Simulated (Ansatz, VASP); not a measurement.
**C in VASP and in Ansatz**

File INCAR:

```
  ALGO = Normal
  EDIFF = 1E-7
  ENCUT = 520
  GGA = PE
  ISIF = 2
  ISMEAR = 0
  LASPH = True
  LCHARG = False
  LREAL = False
  LWAVE = False
  NBANDS = 31
  NELM = 100
  PREC = Accurate
  SIGMA = 0.05
```

The input KPOINTS:

```
k-points
0
Gamma
  12 12 12
```

Contents of POSCAR:

```
C
1.0
    1.2850000000      0.7418950959      9.8141000000
   -1.2850000000      0.7418950959      9.8141000000
    0.0000000000     -1.4837901918      9.8141000000
C
10
Direct
    0.0248257000      0.0248257000      0.0248257000
    0.9751743000      0.9751743000      0.9751743000
    0.1086810650      0.1086810650      0.1086810650
    0.8913189350      0.8913189350      0.8913189350
    0.1583663742      0.1583663742      0.1583663742
    0.8416336258      0.8416336258      0.8416336258
    0.3748589682      0.3748589682      0.3748589682
    0.6251410318      0.6251410318      0.6251410318
    0.4253192967      0.4253192967      0.4253192967
    0.5746807033      0.5746807033      0.5746807033
```

Input for Ansatz:

```yaml
crystal:
  lattice:
    - [1.285, 0.7418950959, 9.8141]
    - [-1.285, 0.7418950959, 9.8141]
    - [0.0, -1.4837901918, 9.8141]
  atoms:
    - { symbol: C, position: [0.0248257, 0.0248257, 0.0248257] }
    - { symbol: C, position: [0.9751743, 0.9751743, 0.9751743] }
    - { symbol: C, position: [0.108681065, 0.108681065, 0.108681065] }
    - { symbol: C, position: [0.891318935, 0.891318935, 0.891318935] }
    - { symbol: C, position: [0.1583663742, 0.1583663742, 0.1583663742] }
    - { symbol: C, position: [0.8416336258, 0.8416336258, 0.8416336258] }
    - { symbol: C, position: [0.3748589682, 0.3748589682, 0.3748589682] }
    - { symbol: C, position: [0.6251410318, 0.6251410318, 0.6251410318] }
    - { symbol: C, position: [0.4253192967, 0.4253192967, 0.4253192967] }
    - { symbol: C, position: [0.5746807033, 0.5746807033, 0.5746807033] }
basis:
  ecutwfc: 520.0
kpoints:
  mp_grid: { grid: [12, 12, 12] }
hamiltonian:
  xc: pbe
  pseudopotentials: { kind: paw, azcp: { folder: soft_1 } }
scf:
  occupations: { method: gaussian, width: 0.05 }
output:
  forces: true
  stress: true
  eigenvalues: true
```

Alike in both runs: task single point; functional PBE; k mesh 12 × 12 × 12; occupations gaussian, width 0.05 eV; no spin polarisation.

|  | VASP | Ansatz |
| --- | --- | --- |
| version | VASP 6.6.1 | Ansatz 0.2.0 |
| potentials or method | VASP PAW PBE potentials, release 64 (C), cutoff 520 eV | scalar-relativistic, plane waves, PAW |
| valence electrons in the cell | 40 | 40 |

VASP gave:

```
gap on the k mesh at the Fermi level (eV)                     : 3.57
least direct gap on the mesh (eV)                             : 4.48
pressure (GPa)                                                : 11.1
traceless stress, the component that is largest in VASP (GPa) : 64.98
rms of the force components (eV/Å)                            : 0.338
```

**Question.** What did Ansatz give for the same quantities?

**Answer.** gap on the k mesh at the Fermi level (eV): 3.58; least direct gap on the mesh (eV): 4.49; pressure (GPa): 10.4; traceless stress, the component that is largest in VASP (GPa): 64.61; rms of the force components (eV/Å): 0.325.

Atom by atom the forces differ by 0.014 eV/Å (rms over components).
